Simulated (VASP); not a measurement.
Here is a VASP 6.6.1 calculation.

Contents of INCAR:

```
PREC = Accurate
ENCUT = 600
EDIFF = 1E-7
ISMEAR = 0
SIGMA = 0.1
LREAL = F
LASPH = T
NELM = 60
ALGO = Normal
ISIF = 3
LWAVE = F
LCHARG = F
GGA = PE
IBRION = 2
NSW = 80
EDIFFG = -0.005
```

The input KPOINTS:

```
regular mesh
0
Gamma
  16 16 16
```

POSCAR

```
W
1.0
   -1.5850000000      1.5850000000      1.5850000000
    1.5850000000     -1.5850000000      1.5850000000
    1.5850000000      1.5850000000     -1.5850000000
W
1
Direct
    0.0000000000      0.0000000000      0.0000000000
```

Potentials or basis: VASP PAW PBE potentials, release 64 (W_sv).

Launch:

```sh
$ cat potpaw_PBE.64/W_sv/POTCAR > POTCAR
$ mpirun -np 1 vasp_std > vasp.out
```

Task: What does it give for the space group after relaxing (to 0.05 Å)?

Result: Im-3m (No. 229).

Task: What does it give for the band gap on the k mesh?

Result: Zero (band 7 reaches 16.21 eV, above the bottom of band 8 at 9.98 eV).

Task: Predict the relaxed cell.

Result: a = 2.758 Å, b = 2.758 Å, c = 2.758 Å, α = 109.47°, β = 109.47°, γ = 109.47°.

Task: Predict the relaxed volume.

Result: 16.15 Å³/atom.

Final structure:
```
CELL_PARAMETERS angstrom
-1.59238 1.59238 1.59238
1.59238 -1.59238 1.59238
1.59238 1.59238 -1.59238
ATOMIC_POSITIONS crystal
W 0.00000 0.00000 0.00000
```

Caveat: spin-orbit coupling is left out, which moves the levels of the heavy elements.
